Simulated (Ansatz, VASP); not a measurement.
## Si4PI: VASP beside Ansatz

```
Si P I
1.0
     0.00000    3.86724    3.86724
     3.86724    0.00000    3.86724
     3.86724    3.86724    0.00000
Si P I
4 1 1
Direct
  0.12380 0.62540 0.62540
  0.62540 0.62540 0.62540
  0.62540 0.12380 0.62540
  0.62540 0.62540 0.12380
  0.00000 0.00000 0.00000
  0.25000 0.25000 0.25000
```

Change from the starting cell: species swapped into the YbInCu4 type (F-43m, No. 216).

Alike in both runs: task single point; functional PBE; k mesh 4 × 4 × 4; occupations gaussian, width 0.1 eV; no spin polarisation.

|  | VASP | Ansatz |
| --- | --- | --- |
| version | VASP 6.6.1 | Ansatz 0.2.0 |
| potentials or method | VASP PAW PBE potentials, release 64 (Si, P, I), cutoff 520 eV | scalar-relativistic, plane waves, PAW |
| valence electrons in the cell | 28 | 38 |

|  | VASP | Ansatz | Ansatz less VASP |
| --- | --- | --- | --- |
| gap on the k mesh at the Fermi level (eV) | none | none | - |
| pressure (GPa) | -3.1 | -3.1 | +0.03 |
| rms of the force components (eV/Å) | 0.013 | 0.013 | -0.0004 |

Atom by atom the forces differ by 0.000 eV/Å (rms over components). A gap of «none» marks a metal or a gap that the smearing closes. With one functional, cell and mesh, what is left measures potentials, basis and numerics. VASP's potentials hold 28 valence electrons a cell and Ansatz's 38, so a difference there can come from the potentials and not from the codes.

Spin-orbit coupling is off throughout.
